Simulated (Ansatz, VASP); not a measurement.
**One calculation of SnSe, two programs**

POSCAR

```
SnSe
1.0
    0.0000000000      2.9420708907      2.9420708907
    2.9420708907      0.0000000000      2.9420708907
    2.9420708907      2.9420708907      0.0000000000
Sn Se
1 1
Direct
    0.0000000000      0.0000000000      0.0000000000
    0.5000000000      0.5000000000      0.5000000000
```

Contents of INCAR.step1:

```
SYSTEM = SnSe
PREC = Accurate ; ENCUT = 400
EDIFF = 1E-5 ; ISMEAR = -1
SIGMA = 0.02 ; LREAL = .FALSE.
LASPH = .TRUE. ; NELM = 120
ALGO = Normal ; ISIF = 2
LWAVE = .TRUE. ; LCHARG = .FALSE.
NBANDS = 17 ; GGA = PE
GGA_COMPAT = .FALSE.
```

The input INCAR.step2:

```
SYSTEM = SnSe
PREC = Accurate ; ENCUT = 400
EDIFF = 1E-6 ; ISMEAR = -1
SIGMA = 0.02 ; LREAL = .FALSE.
LASPH = .TRUE. ; NELM = 120
ALGO = Normal ; ISIF = 2
LWAVE = .FALSE. ; LCHARG = .FALSE.
GGA = PE ; LHFCALC = .TRUE.
HFSCREEN = 0.2079 ; PRECFOCK = Normal
NBANDS = 17 ; ISTART = 1
GGA_COMPAT = .FALSE.
```

KPOINTS

```
Automatic mesh
0
G
  6 6 6
  0 0 0
```

Input for Ansatz:

```yaml
crystal:
  lattice:
    - [0.0, 2.9420708907, 2.9420708907]
    - [2.9420708907, 0.0, 2.9420708907]
    - [2.9420708907, 2.9420708907, 0.0]
  atoms:
    - { symbol: Sn, position: [0.0, 0.0, 0.0] }
    - { symbol: Se, position: [0.5, 0.5, 0.5] }
kpoints:
  mp_grid: { grid: [6, 6, 6] }
  band_path:
    path:
      - [0.0, 0.0, 0.0]
      - [0.5, 0.0, 0.5]
      - [0.625, 0.25, 0.625]
      - [0.375, 0.375, 0.75]
      - [0.5, 0.5, 0.5]
      - [0.5, 0.25, 0.75]
      - [0.5, 0.475, 0.525]
      - [-0.062907, -0.061361, 0.495117]
      - [-0.067546, -0.035645, 0.46875]
    npoints: 1
hamiltonian:
  xc: hse06
scf:
  occupations: { method: fermi_dirac, width: 0.02 }
  n_extra_bands: 4
output:
  forces: true
  stress: true
  eigenvalues: true
```

Change from the starting cell: hydrostatic strain -2.0%.

Alike in both runs: task single point; functional HSE06; k mesh 6 × 6 × 6; occupations fermi-dirac, width 0.02 eV; no spin polarisation.

|  | VASP | Ansatz |
| --- | --- | --- |
| version | VASP 6.6.1 | Ansatz 0.2.0 |
| potentials or method | VASP PAW PBE potentials, release 64 (Sn_d, Se) | plane waves, PAW |
| plane-wave cutoff (eV) | 400 | 420 |
| valence electrons in the cell | 20 | 30 |

|  | VASP | Ansatz | Ansatz less VASP |
| --- | --- | --- | --- |
| gap on the k mesh at the Fermi level (eV) | 0.77 | 0.77 | +0.009 |
| pressure (GPa) | 3.3 | 3.4 | +0.10 |

The functional is the same, so the differences come from potentials, cutoffs and numerics. VASP's potentials hold 20 valence electrons a cell and Ansatz's 30, so a difference there can come from the potentials and not from the codes. Ansatz's warnings: stress exchange threshold loose, stress scf threshold loose.
